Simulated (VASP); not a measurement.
Wanted: the native input for a VASP 6.6.1 run.

```yaml
Task: single point
Functional: PBEsol
Potentials_or_basis: VASP PAW PBE potentials, release 64 (In_d, Sb)
Cutoff: 520 eV
k_mesh: 4 × 4 × 4
Occupations: gaussian, width 0.1 eV
Spin: no spin polarisation
Dipole_correction: no
Further_INCAR_settings: ALGO = Fast; EDIFF = 1e-06; NBANDS = 30
```

The structure of In3Sb lies in POSCAR:

```
In3Sb
1.0
    4.8369620000      0.0000000000      0.0000000000
    0.0000000000      4.8369620000      0.0000000000
    0.0000000000      0.0000000000      4.8369620000
In Sb
3 1
Direct
    0.5000000000      0.5000000000      0.0000000000
    0.5000000000      0.0000000000      0.5000000000
    0.0000000000      0.5000000000      0.5000000000
    0.0000000000      0.0000000000      0.0000000000
```

The input as run:

INCAR

```
ALGO = Fast ; EDIFF = 1E-6
ENCUT = 520 ; GGA = PS
ISIF = 2 ; ISMEAR = 0
LASPH = True ; LCHARG = True
LELF = True ; LREAL = False
LVHAR = True ; LWAVE = False
NBANDS = 30 ; NELM = 60
PREC = Accurate ; SIGMA = 0.1
```

KPOINTS

```
k-points
0
Gamma
  4 4 4
```

Potentials or basis: VASP PAW PBE potentials, release 64 (In_d, Sb).

Run with:

```console
$ cat potpaw_PBE.64/In_d/POTCAR potpaw_PBE.64/Sb/POTCAR > POTCAR
$ mpirun -np 1 vasp_std > vasp.out
```

It gave:

The pressure is -3.2 GPa and the band gap on the k mesh is zero (bands 22 and 23 overlap by 3.40 eV).

Caveat: the cell stands under tension; the PAW data sets were made with another functional, which shifts forces and pressure a little; spin-orbit coupling is left out, which moves the levels of the heavy elements.

Wall time 23 s on 1 thread of AMD EPYC 9R45 96-Core Processor (Zen 5) (shared host), peak memory 0.18 GiB.
